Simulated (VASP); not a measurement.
# Ru (P6_3/mmc) in VASP: notebook

The runs below take Ru through single point, with PBE.

Program: VASP 6.6.1. These are calculated values, not measurements. Logs are shortened: lines on timing, memory, paths and dates and some standing lists are left out, and cuts for length are marked.

### Step 1. The cell of the first run

The structure is hexagonal, space group P6_3/mmc (No. 194). The conventional cell has a = 2.710 Å, b = 2.710 Å, c = 8.696 Å, α = 90.00°, β = 90.00°, γ = 120.00°. Ru (site symmetry -3m) has 12 Ru at 2.68 to 2.71 Å within 3.5 Å. Ru (site symmetry -6m2) has 12 Ru at 2.68 to 2.71 Å within 3.5 Å.

### Step 2. Single point, PBE, collinear spin, ferromagnetic start (13.82 Å³/atom)

INCAR

```
ALGO = Normal ; EDIFF = 1E-7
ENCUT = 520 ; GGA = PE
ISIF = 2 ; ISMEAR = -1
ISPIN = 2 ; LASPH = True
LCHARG = True ; LELF = True
LMAXMIX = 4 ; LORBIT = 11
LREAL = False ; LVHAR = True
LWAVE = False ; MAGMOM = 1 1 1 1
NBANDS = 40 ; NELM = 150
PREC = Accurate ; SIGMA = 0.05
```

KPOINTS

```
k-points
0
Gamma
  18 18 5
```

POSCAR

```
Ru
1.0
    2.7097080600      0.0000000000      0.0000000000
   -1.3548540300      2.3466760168      0.0000000000
    0.0000000000      0.0000000000      8.6959004354
Ru
4
Direct
    1.0000000000      0.0000000000      0.0000000000
    1.0000000000      0.0000000000      0.5000000000
    0.3333333333      0.6666666667      0.2500000000
    0.6666666667      0.3333333333      0.7500000000
```

Potentials or basis: VASP PAW PBE potentials, release 64 (Ru_pv).

Started as:

```bash
$ cat potpaw_PBE.64/Ru_pv/POTCAR > POTCAR
$ mpirun -np 1 vasp_std > vasp.out
```

OUTCAR:

```text
EDIFF = 1E-7
   ENCUT = 520
   GGA = PE
   ISIF = 2
   ISMEAR = -1
   ISPIN = 2
   LASPH = True
   LORBIT = 11
   LREAL = False
   NELM = 150
   PREC = Accurate

 ion  position               nearest neighbor table
   1  0.000  0.000  0.000-   3 2.68   4 2.68   4 2.68   3 2.68   4 2.68   3 2.68
   2  0.000  0.000  0.500-   3 2.68   4 2.68   4 2.68   3 2.68   4 2.68   3 2.68
   3  0.333  0.667  0.250-   1 2.68   2 2.68   1 2.68   2 2.68   1 2.68   2 2.68
   4  0.667  0.333  0.750-   1 2.68   2 2.68   1 2.68   2 2.68   1 2.68   2 2.68

  LATTYP: Found a hexagonal cell.
 ALAT       =     2.7097080600
 C/A-ratio  =     3.2091650624

  Lattice vectors:

 A1 = (   2.7097080600,   0.0000000000,   0.0000000000)
 A2 = (  -1.3548540300,   2.3466760168,   0.0000000000)
 A3 = (   0.0000000000,   0.0000000000,   8.6959004354)

Analysis of symmetry for initial positions (statically):
=====================================================================
 Subroutine PRICEL returns:
 Original cell was already a primitive cell.

 Routine SETGRP: Setting up the symmetry group for a
 hexagonal supercell.

 Subroutine GETGRP returns: Found 24 space group operations
 (whereof 12 operations were pure point group operations)
 out of a pool of 24 trial point group operations.

The static configuration has the point symmetry D_3d.
 The point group associated with its full space group is D_6h.

Analysis of symmetry for dynamics (positions and initial velocities):
=====================================================================
 Subroutine PRICEL returns:
 Original cell was already a primitive cell.

 Routine SETGRP: Setting up the symmetry group for a
 hexagonal supercell.

 Subroutine GETGRP returns: Found 24 space group operations
 (whereof 12 operations were pure point group operations)
 out of a pool of 24 trial point group operations.

The dynamic configuration has the point symmetry D_3d.
 The point group associated with its full space group is D_6h.

Analysis of structural, dynamic, and magnetic symmetry:
=====================================================================
 Subroutine PRICEL returns:
 Original cell was already a primitive cell.

 Routine SETGRP: Setting up the symmetry group for a
 hexagonal supercell.

 Subroutine GETGRP returns: Found 24 space group operations
 (whereof 12 operations were pure point group operations)
[... 131 lines left out ...]
   LORBIT       =     11    0 simple, 1 ext, 2 COOP (PROOUT), +10 PAW based schemes
   GGA     = PE    functional components
   LHFCALC =     F    Hartree Fock is set to
   AEXX    =    0.0000 exact exchange contribution
   IVDW    =     0    specifies the selected vdW correction
   LEPSILON=     F    determine dielectric tensor
   LRPA    =     F    only Hartree local field effects (RPA)
 spin polarized calculation
  energy-cutoff  :      520.00
  volume of cell :       55.30
 maximum number of plane-waves:      1521
   NGX = 11   NGY = 11   NGZ = 33

 number of electron      55.9999985 magnetization      -0.0025838

 number of electron      55.9999985 magnetization       0.0007726

 Free energy of the ion-electron system (eV)
  ---------------------------------------------------
  ext. energy  EPLUGINS =         0.00000000
  ---------------------------------------------------
  free energy    TOTEN  =       -36.63607182 eV

  energy without entropy =      -36.60259759  energy(sigma->0) =      -36.61933470

 E-fermi :  12.4740     XC(G=0): -14.0068

 val. band max:       12.4699543005   @ k =   0.3889   0.2222   0.4000
 cond. band min:      12.4799191760   @ k =   0.2222   0.2222   0.0000
 fundamental gap:      0.0099648754
 Fermi energy:        12.4740260510

 spin component 1

 k-point     1 :       0.0000    0.0000    0.0000
  band No.  band energies     occupation
      1     -31.0284      1.00000
      2     -30.5459      1.00000
      3     -30.4899      1.00000
      4     -30.1588      1.00000
      5     -30.1588      1.00000
      6     -30.0982      1.00000
[... 1021 lines left out ...]
     39      22.9685      0.00000
     40      23.0059      0.00000

 [... further k-points ...]

 spin component 2

 k-point     1 :       0.0000    0.0000    0.0000
  band No.  band energies     occupation
      1     -31.0282      1.00000
      2     -30.5455      1.00000
      3     -30.4899      1.00000
      4     -30.1585      1.00000
      5     -30.1585      1.00000
      6     -30.0978      1.00000
[... 1021 lines left out ...]
     39      23.0048      0.00000
     40      23.0067      0.00000

 [... further k-points ...]

------------------------ aborting loop because EDIFF is reached ----------------------------------------

  FORCE on cell =-STRESS in cart. coord.  units (eV):
  Direction    XX          YY          ZZ          XY          YZ          ZX
  --------------------------------------------------------------------------------------
  -------------------------------------------------------------------------------------
  Total       -0.2230479     -0.2230479      0.2570821      0.0000000      0.0000000      0.0000000
  in kB       -6.4627687     -6.4627687      7.4489005      0.0000000      0.0000000      0.0000000
  external PRESSURE =      -1.8255456 kB  Pullay stress =       0.0000000 kB

 VOLUME and BASIS-vectors are now :
 -----------------------------------------------------------------------------
  energy-cutoff  :      520.00
  volume of cell :       55.30
      direct lattice vectors                 reciprocal lattice vectors
     2.709708060  0.000000000  0.000000000     0.369043446  0.213067333  0.000000000
    -1.354854030  2.346676017  0.000000000     0.000000000  0.426134666  0.000000000
     0.000000000  0.000000000  8.695900435     0.000000000  0.000000000  0.114996717

 POSITION                                       TOTAL-FORCE (eV/Angst)
 -----------------------------------------------------------------------------------
      0.00000      0.00000      0.00000        -0.000000      0.000000     -0.000000
      0.00000      0.00000      4.34795        -0.000000      0.000000     -0.000000
     -0.00000      1.56445      2.17398         0.000000     -0.000000      0.000000
      1.35485      0.78223      6.52193        -0.000000      0.000000      0.000000
 -----------------------------------------------------------------------------------
    total drift:                                0.000000     -0.000000      0.000000

  FREE ENERGIE OF THE ION-ELECTRON SYSTEM (eV)
  ---------------------------------------------------
  free  energy   TOTEN  =       -36.6360718152 eV

  energy  without entropy=      -36.6025975890  energy(sigma->0) =      -36.61933470

 total charge

# of ion       s       p       d       tot
------------------------------------------
    1        0.401   6.298   5.932  12.631
    2        0.401   6.298   5.932  12.631
    3        0.401   6.298   5.938  12.636
    4        0.401   6.298   5.938  12.636
--------------------------------------------------
tot          1.603  25.191  23.741  50.535

 magnetization (x)

# of ion       s       p       d       tot
------------------------------------------
    1        0.000   0.000   0.000   0.000
    2        0.000   0.000   0.000   0.000
    3       -0.000  -0.000  -0.000  -0.000
    4       -0.000  -0.000  -0.000  -0.000
--------------------------------------------------
tot         -0.000  -0.000   0.000   0.000
```

Wall time 9.1 min (1 thread of Oxide Virtual Turin-like, shared host); peak memory 0.38 GiB.

Results:

- Free energy: -36.6361 eV
- Pressure: -0.2 GPa
- Band gap on the k mesh: zero (filled and empty bands overlap)
- Net moment: 0.00 μB per cell
- Valence electrons inside the program's atomic spheres: Ru 12.63, 12.64 (each value once)

Levels at points of the mesh, in eV from the Fermi level:
Spin up:
```
           k point  band 24  band 25  band 26  band 27  band 28  band 29  band 30  band 31  band 32  band 33
(0.00, 0.00, 0.00)    -2.15    -2.15    -2.06    -2.06    -0.78    -0.78    -0.07    -0.07     0.58     0.58
(0.50, 0.00, 0.00)    -0.95    -0.88     1.54     1.54     1.57     1.71     1.71     1.90     1.99     2.04
```
Spin down:
```
           k point  band 25  band 26  band 27  band 28  band 29  band 30  band 31  band 32
(0.00, 0.00, 0.00)    -2.15    -2.06    -2.06    -0.78    -0.78    -0.07    -0.07     0.58
(0.50, 0.00, 0.00)    -0.88     1.54     1.54     1.57     1.71     1.71     1.90     1.99
```

### Step 3. Single point, PBE, collinear spin, ferromagnetic start (14.93 Å³/atom)

This run uses another cell than the first one, of 14.93 Å³/atom.

INCAR

```
SYSTEM = Ru
PREC = Accurate
ENCUT = 520
EDIFF = 1E-6
ISMEAR = -1
SIGMA = 0.05
LREAL = .FALSE.
LASPH = .TRUE.
NELM = 150
ALGO = Normal
ISIF = 2
LWAVE = .FALSE.
LCHARG = .FALSE.
ISPIN = 2
MAGMOM = 1 1 1 1
LORBIT = 11
LMAXMIX = 4
GGA = PE
NBANDS = 40
```

KPOINTS

```
regular mesh
0
G
  18 18 5
  0 0 0
```

POSCAR

```
Ru
1.0
    2.7801213631      0.0000000000      0.0000000000
   -1.3900606815      2.4076557260      0.0000000000
    0.0000000000      0.0000000000      8.9218683476
Ru
4
Direct
    1.0000000000      0.0000000000      0.0000000000
    1.0000000000      0.0000000000      0.5000000000
    0.3333333333      0.6666666667      0.2500000000
    0.6666666667      0.3333333333      0.7500000000
```

Potentials or basis: VASP PAW PBE potentials, release 64 (Ru_pv).

Started as:

```bash
$ cat potpaw_PBE.64/Ru_pv/POTCAR > POTCAR
$ mpirun -np 1 vasp_std > vasp.out
```

It took 16 min on 1 thread of Oxide Virtual Turin-like, shared host; peak memory 0.43 GiB.

Results (log left out):

| Property | Result |
| --- | --- |
| Free energy | -36.3413 eV |
| Pressure | -19.8 GPa |
| Band gap on the k mesh | zero (filled and empty bands overlap) |
| Net moment | 0.00 μB per cell |
| Valence electrons inside the program's atomic spheres | Ru 12.49 |

Stress tensor (GPa, compression positive):
```
-19.95   0.00   0.00
  0.00 -19.95   0.00
  0.00   0.00 -19.52
```

Levels at points of the mesh, in eV from the Fermi level:
Spin up:
```
           k point  band 26  band 27  band 28  band 29  band 30  band 31
(0.00, 0.00, 0.00)    -1.83    -1.83    -0.70    -0.70    -0.06    -0.06
(0.50, 0.00, 0.00)     1.35     1.37     1.46     1.50     1.50     1.67
```
Spin down:
```csv
k point,band 25,band 26,band 27,band 28,band 29,band 30,band 31,band 32
"(0.00, 0.00, 0.00)",-1.91,-1.83,-1.83,-0.69,-0.69,-0.06,-0.06,0.50
"(0.50, 0.00, 0.00)",-0.78,1.35,1.37,1.46,1.50,1.50,1.67,1.75
```

Caveat: the cell stands under tension.
